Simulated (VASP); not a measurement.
# Mg (R-3m) in VASP: a series of runs

The runs below take Mg through single point, with PBE.

Program: VASP 6.6.1. These are calculated values, not measurements. Logs are shortened: lines on timing, memory, paths and dates and some standing lists are left out, and cuts for length are marked.

## Step 1: The cell of the first run

Symmetry: R-3m, No. 166, trigonal system. The conventional cell has a = 3.052 Å, b = 3.052 Å, c = 8.409 Å, α = 90.00°, β = 90.00°, γ = 120.00°. Within 4.0 Å of Mg (site symmetry -3m) lie 12 Mg at 3.05 to 3.31 Å.

## Step 2: Single point, PBE (strained)

INCAR reads:

```
  PREC = Accurate
  ENCUT = 520
  EDIFF = 1E-6
  ISMEAR = 0
  SIGMA = 0.1
  LREAL = F
  LASPH = T
  NELM = 60
  ALGO = Fast
  ISIF = 2
  LWAVE = F
  LCHARG = F
  GGA = PE
  NBANDS = 7
  ISYM = 0
```

KPOINTS reads:

```
regular mesh
0
Gamma
  15 15 14
```

POSCAR reads:

```
Mg
1.0
    0.0000000000      2.1583009952      2.1583009952
    2.1583009952      0.0000000000      2.1583009952
    2.3378414752      2.3378414752     -0.1795404800
Mg
1
Direct
    0.0000000000      0.0000000000      0.0000000000
```

Potentials or basis: VASP PAW PBE potentials, release 64 (Mg).

The run is started by

```bash
> cat potpaw_PBE.64/Mg/POTCAR > POTCAR
> mpirun -np 1 vasp_std > vasp.out
```

OUTCAR:

```text
PREC = Accurate
   ENCUT = 520
   EDIFF = 1E-6
   ISMEAR = 0
   LREAL = F
   LASPH = T
   NELM = 60
   ISIF = 2
   GGA = PE
   ISYM = 0

 ion  position               nearest neighbor table
   1  0.000  0.000  0.000-

IMPORTANT INFORMATION: All symmetrisations will be switched off!
NOSYMM: (Re-)initialisation of all symmetry stuff for point group C_1.

----------------------------------------------------------------------------------------

                                     Primitive cell

  volume of cell :      22.6169

  direct lattice vectors                    reciprocal lattice vectors
     0.000000000  2.158300995  2.158300995    -0.223097050  0.240230355  0.223097050
     2.158300995  0.000000000  2.158300995     0.240230355 -0.223097050  0.223097050
     2.337841475  2.337841475 -0.179540480     0.205963745  0.205963745 -0.205963745

  length of vectors
     3.052298539  3.052298539  3.311078421     0.396554172  0.396554172  0.356739671

  position of ions in fractional coordinates (direct lattice)
     0.000000000  0.000000000  0.000000000

  ion indices of the primitive-cell ions
   primitive index   ion index
                 1           1

----------------------------------------------------------------------------------------

 KPOINTS: regular mesh

Automatic generation of k-mesh.
 Grid dimensions read from file:
 generate k-points for:   15   15   14

 Generating k-lattice:

  Cartesian coordinates                     Fractional coordinates (reciprocal lattice)
    -0.014873137  0.016015357  0.014873137     0.066666667  0.000000000 -0.000000000
     0.016015357 -0.014873137  0.014873137     0.000000000  0.066666667 -0.000000000
     0.014711696  0.014711696 -0.014711696     0.000000000  0.000000000  0.071428571

  Length of vectors
     0.026436945  0.026436945  0.025481405

  Shift w.r.t. Gamma in fractional coordinates (k-lattice)
     0.000000000  0.000000000  0.000000000

 -----------------------------------------------------------------------------
|                                                                             |
|           W    W    AA    RRRRR   N    N  II  N    N   GGGG   !!!           |
|           W    W   A  A   R    R  NN   N  II  NN   N  G    G  !!!           |
|           W    W  A    A  R    R  N N  N  II  N N  N  G       !!!           |
|           W WW W  AAAAAA  RRRRR   N  N N  II  N  N N  G  GGG   !            |
|           WW  WW  A    A  R   R   N   NN  II  N   NN  G    G                |
|           W    W  A    A  R    R  N    N  II  N    N   GGGG   !!!           |
|                                                                             |
|     Your reciprocal lattice and k-lattice belong to different lattice       |
|     classes:                                                                |
[... 64 lines left out ...]
   NSW    =      0    number of steps for IOM
   IBRION =     -1    ionic relax: 0-MD 1-quasi-New 2-CG
   NFREE  =      0    steps in history (QN), initial steepest desc. (CG)
   ISIF   =      2    stress and relaxation
   ISYM   =      0    0-nonsym 1-usesym 2-fastsym
   POTIM  = 0.5000    time-step for ionic-motion
   TEBEG  =    0.0;   TEEND  =   0.0 temperature during run
   PSTRESS=    0.0 pullay stress
   NELECT =       2.0000    total number of electrons
   NUPDOWN=      -1.0000    fix difference up-down
   EMIN   =  10.00;   EMAX   =-10.00  energy-range for DOS
   EFERMI =   0.00;   METHOD = LEGACY
   ISMEAR =     0;   SIGMA  =   0.10  broadening in eV -4-tet -1-fermi 0-gaus
   EFERMI_NEDOS =   21; number of points for ismear=-14 and -15
   IALGO  =     68    algorithm
   IMIX   =      4    mixing-type and parameters
     AMIX     =   0.40;   BMIX     =  1.00
     AMIX_MAG =   1.60;   BMIX_MAG =  1.00
  volume/ion in A,a.u.               =      22.62       152.63
  Fermi-wavevector in a.u.,A,eV,Ry     =   0.729357  1.378286  7.237786  0.531962
  Thomas-Fermi vector in A             =   1.821059
   LORBIT       =      0    0 simple, 1 ext, 2 COOP (PROOUT), +10 PAW based schemes
   GGA     = PE    functional components
   LHFCALC =     F    Hartree Fock is set to
   AEXX    =    0.0000 exact exchange contribution
   IVDW    =     0    specifies the selected vdW correction
   LEPSILON=     F    determine dielectric tensor
   LRPA    =     F    only Hartree local field effects (RPA)
 non-spin polarized calculation
 RMM-DIIS sequential band-by-band and
 Gauss-broadening in eV      SIGMA  =   0.10
  energy-cutoff  :      520.00
  volume of cell :       22.62
 maximum number of plane-waves:       625
   NGX = 11   NGY = 11   NGZ = 13

 number of electron       2.0000000 magnetization

 Free energy of the ion-electron system (eV)
  ---------------------------------------------------
  ext. energy  EPLUGINS =         0.00000000
  ---------------------------------------------------
  free energy    TOTEN  =        -1.45882799 eV

  energy without entropy =       -1.45628453  energy(sigma->0) =       -1.45755626

 E-fermi :   2.6612     XC(G=0):  -8.5317

 val. band max:        2.6407777985   @ k =  -0.3333   0.3333   0.0714
 cond. band min:       2.6673673062   @ k =  -0.4000   0.0667   0.1429
 fundamental gap:      0.0265895078
 Fermi energy:         2.6612381005

 k-point     1 :       0.0000    0.0000    0.0000
  band No.  band energies     occupation
      1      -4.2882      2.00000
      2      12.9996      0.00000
      3      13.9799      0.00000
      4      16.2031      0.00000
      5      16.2031      0.00000
      6      18.4533      0.00000
      7      18.4538      0.00000
[... 221 lines left out ...]
 k-point    24 :       0.0000    0.1333    0.0000
  band No.  band energies     occupation
      1      -3.8671      2.00000
      2      11.8134      0.00000
      3      12.8275      0.00000
      4      15.2534      0.00000
      5      15.4602      0.00000
      6      17.9319      0.00000
      7      19.1042      0.00000

 [... further k-points ...]
[... 5 lines left out ...]
  --------------------------------------------------------------------------------------
  -------------------------------------------------------------------------------------
  Total        0.1893749      0.1893750      0.2136087     -0.3214323      0.2729386      0.2729386
  in kB       13.4152794     13.4152865     15.1319952    -22.7701992     19.3349161     19.3349170
  external PRESSURE =      13.9875204 kB  Pullay stress =       0.0000000 kB

 VOLUME and BASIS-vectors are now :
 -----------------------------------------------------------------------------
  energy-cutoff  :      520.00
  volume of cell :       22.62
      direct lattice vectors                 reciprocal lattice vectors
     0.000000000  2.158300995  2.158300995    -0.223097050  0.240230355  0.223097050
     2.158300995  0.000000000  2.158300995     0.240230355 -0.223097050  0.223097050
     2.337841475  2.337841475 -0.179540480     0.205963745  0.205963745 -0.205963745

 POSITION                                       TOTAL-FORCE (eV/Angst)
 -----------------------------------------------------------------------------------
      0.00000      0.00000      0.00000        -0.000000     -0.000000     -0.000000
 -----------------------------------------------------------------------------------
    total drift:                               -0.000000     -0.000000     -0.000000

  FREE ENERGIE OF THE ION-ELECTRON SYSTEM (eV)
  ---------------------------------------------------
  free  energy   TOTEN  =        -1.4588279919 eV

  energy  without entropy=       -1.4562845290  energy(sigma->0) =       -1.45755626
```

Run time: 93 s. Hardware: 1 thread of Intel Xeon 6975P-C, shared host; peak memory 0.37 GiB.

What came out:

* Free energy: -1.4588 eV
* Pressure: 1.4 GPa
* Band gap on the k mesh: zero (band 1 reaches 4.03 eV, above the bottom of band 2 at 0.45 eV)

Stress tensor (GPa, compression positive):
```
 1.34 -2.28  1.93
-2.28  1.34  1.93
 1.93  1.93  1.51
```

Caveat: the cell differs from its parent crystal (strained).

## Step 3: Single point, PBE (strained)

INCAR reads:

```
PREC = Accurate
ENCUT = 520
EDIFF = 1E-6
ISMEAR = 0
SIGMA = 0.1
LREAL = F
LASPH = T
NELM = 60
ALGO = Fast
ISIF = 2
LWAVE = F
LCHARG = T
GGA = PE
LELF = T
LVHAR = T
ISYM = 0
NBANDS = 7
```

KPOINTS reads:

```
Automatic mesh
0
Gamma
  14 15 15
```

POSCAR reads:

```
Mg
1.0
   -0.1795404800      2.4366785094      2.4366785094
    2.2571380294      0.0000000000      2.2571380294
    2.2571380294      2.2571380294      0.0000000000
Mg
1
Direct
    0.0000000000      0.0000000000      0.0000000000
```

Potentials or basis: VASP PAW PBE potentials, release 64 (Mg).

The run is started by

```bash
> cat potpaw_PBE.64/Mg/POTCAR > POTCAR
> mpirun -np 1 vasp_std > vasp.out
```

OUTCAR:

```text
PREC = Accurate
   ENCUT = 520
   EDIFF = 1E-6
   ISMEAR = 0
   LREAL = F
   LASPH = T
   NELM = 60
   ISIF = 2
   GGA = PE
   ISYM = 0

 ion  position               nearest neighbor table
   1  0.000  0.000  0.000-

IMPORTANT INFORMATION: All symmetrisations will be switched off!
NOSYMM: (Re-)initialisation of all symmetry stuff for point group C_1.

----------------------------------------------------------------------------------------

                                     Primitive cell

  volume of cell :      25.7429

  direct lattice vectors                    reciprocal lattice vectors
    -0.179540480  2.436678509  2.436678509    -0.197906251  0.197906251  0.197906251
     2.257138029  0.000000000  2.257138029     0.213648391 -0.213648391  0.229390531
     2.257138029  2.257138029  0.000000000     0.213648391  0.229390531 -0.213648391

  length of vectors
     3.450657778  3.192075213  3.192075213     0.342783682  0.379356410  0.379356410

  position of ions in fractional coordinates (direct lattice)
     0.000000000  0.000000000  0.000000000

  ion indices of the primitive-cell ions
   primitive index   ion index
                 1           1

----------------------------------------------------------------------------------------

 KPOINTS: Automatic mesh

Automatic generation of k-mesh.
 Grid dimensions read from file:
 generate k-points for:   14   15   15

 Generating k-lattice:

  Cartesian coordinates                     Fractional coordinates (reciprocal lattice)
    -0.014136161  0.014136161  0.014136161     0.071428571  0.000000000  0.000000000
     0.014243226 -0.014243226  0.015292702    -0.000000000  0.066666667  0.000000000
     0.014243226  0.015292702 -0.014243226    -0.000000000  0.000000000  0.066666667

  Length of vectors
     0.024484549  0.025290427  0.025290427

  Shift w.r.t. Gamma in fractional coordinates (k-lattice)
     0.000000000  0.000000000  0.000000000

 -----------------------------------------------------------------------------
[... 88 lines left out ...]
   IALGO  =     68    algorithm
   IMIX   =      4    mixing-type and parameters
     AMIX     =   0.40;   BMIX     =  1.00
     AMIX_MAG =   1.60;   BMIX_MAG =  1.00
  volume/ion in A,a.u.               =      25.74       173.72
  Fermi-wavevector in a.u.,A,eV,Ry     =   0.698553  1.320073  6.639317  0.487976
  Thomas-Fermi vector in A             =   1.782188
   LORBIT       =      0    0 simple, 1 ext, 2 COOP (PROOUT), +10 PAW based schemes
   GGA     = PE    functional components
   LHFCALC =     F    Hartree Fock is set to
   AEXX    =    0.0000 exact exchange contribution
   IVDW    =     0    specifies the selected vdW correction
   LEPSILON=     F    determine dielectric tensor
   LRPA    =     F    only Hartree local field effects (RPA)
 non-spin polarized calculation
 RMM-DIIS sequential band-by-band and
 Gauss-broadening in eV      SIGMA  =   0.10
  energy-cutoff  :      520.00
  volume of cell :       25.74
 maximum number of plane-waves:       708
 NGX is ok and might be reduce to    28
   NGX = 13   NGY = 11   NGZ = 11

 number of electron       2.0000000 magnetization

 Free energy of the ion-electron system (eV)
  ---------------------------------------------------
  ext. energy  EPLUGINS =         0.00000000
  ---------------------------------------------------
  free energy    TOTEN  =        -1.44422899 eV

  energy without entropy =       -1.44162260  energy(sigma->0) =       -1.44292579

 E-fermi :   2.0244     XC(G=0):  -8.1381

 val. band max:        2.0220743009   @ k =   0.0714  -0.2667   0.4000
 cond. band min:       2.0479388623   @ k =   0.5000  -0.2000   0.2000
 fundamental gap:      0.0258645614
 Fermi energy:         2.0244447641

 k-point     1 :       0.0000    0.0000    0.0000
  band No.  band energies     occupation
      1      -4.3944      2.00000
      2      11.8147      0.00000
      3      12.4043      0.00000
      4      14.6439      0.00000
      5      14.6439      0.00000
      6      16.1697      0.00000
      7      16.1698      0.00000
[... 221 lines left out ...]
 k-point    24 :       0.0714    0.1333    0.0000
  band No.  band energies     occupation
      1      -4.0311      2.00000
      2      11.1886      0.00000
      3      11.8632      0.00000
      4      13.0774      0.00000
      5      13.0927      0.00000
      6      15.5004      0.00000
      7      16.2003      0.00000

 [... further k-points ...]
[... 5 lines left out ...]
  --------------------------------------------------------------------------------------
  -------------------------------------------------------------------------------------
  Total       -0.4165410     -0.4360433     -0.4360432      0.1671058     -0.1961187      0.1671058
  in kB      -25.9245730    -27.1383505    -27.1383480     10.4002881    -12.2059849     10.4002863
  external PRESSURE =     -26.7337572 kB  Pullay stress =       0.0000000 kB

 VOLUME and BASIS-vectors are now :
 -----------------------------------------------------------------------------
  energy-cutoff  :      520.00
  volume of cell :       25.74
      direct lattice vectors                 reciprocal lattice vectors
    -0.179540480  2.436678509  2.436678509    -0.197906251  0.197906251  0.197906251
     2.257138029  0.000000000  2.257138029     0.213648391 -0.213648391  0.229390531
     2.257138029  2.257138029  0.000000000     0.213648391  0.229390531 -0.213648391

 POSITION                                       TOTAL-FORCE (eV/Angst)
 -----------------------------------------------------------------------------------
      0.00000      0.00000      0.00000         0.000000     -0.000000      0.000000
 -----------------------------------------------------------------------------------
    total drift:                                0.000000     -0.000000      0.000000

  FREE ENERGIE OF THE ION-ELECTRON SYSTEM (eV)
  ---------------------------------------------------
  free  energy   TOTEN  =        -1.4442289858 eV

  energy  without entropy=       -1.4416225965  energy(sigma->0) =       -1.44292579
```

OSZICAR:

```text
N       E                     dE             d eps       ncg     rms          rms(c)
DAV:   1    -0.826604220179E+00   -0.82660E+00   -0.73709E+02 23352   0.189E+02
DAV:   2    -0.144757934207E+01   -0.62098E+00   -0.59219E+00 28686   0.105E+01
DAV:   3    -0.145009625739E+01   -0.25169E-02   -0.25157E-02 29001   0.755E-01
DAV:   4    -0.145010046538E+01   -0.42080E-05   -0.42078E-05 32592   0.226E-02
DAV:   5    -0.145010047088E+01   -0.54988E-08   -0.57047E-08 29267   0.523E-04    0.667E-01
RMM:   6    -0.144762533736E+01    0.24751E-02   -0.41797E-04 22080   0.144E-01    0.428E-01
RMM:   7    -0.144421636784E+01    0.34090E-02   -0.16393E-03 23417   0.273E-01    0.250E-02
RMM:   8    -0.144422894769E+01   -0.12580E-04   -0.50548E-05 23681   0.465E-02    0.602E-03
RMM:   9    -0.144422898577E+01   -0.38078E-07   -0.45374E-06 24457   0.128E-02
   1 F= -.14442290E+01 E0= -.14429258E+01  d E =-.260639E-02
```

Run time: 1.9 min. Hardware: 1 thread of Intel Xeon Platinum 8259CL at 2.50GHz (Skylake/Cascade Lake), shared host; peak memory 0.4 GiB.

Results:

```yaml
Free_energy: -1.4442 eV
Pressure: -2.7 GPa
Band_gap_on_the_k_mesh: zero (band 1 reaches 3.31 eV, above the bottom of band 2 at 0.10 eV)
```

Stress tensor (GPa, compression positive):
```
-2.59  1.04  1.04
 1.04 -2.71 -1.22
 1.04 -1.22 -2.71
```

Levels at points of the mesh, in eV from the Fermi level:
| k point | band 1 | band 2 | band 3 | band 4 | band 5 |
| --- | --- | --- | --- | --- | --- |
| (0.00, 0.00, 0.00) | -6.42 | 9.79 | 10.38 | 12.62 | 12.62 |
| (0.50, 0.00, 0.00) | -2.23 | -1.92 | 11.72 | 11.72 | 12.47 |

Caveat: the cell differs from its parent crystal (strained).
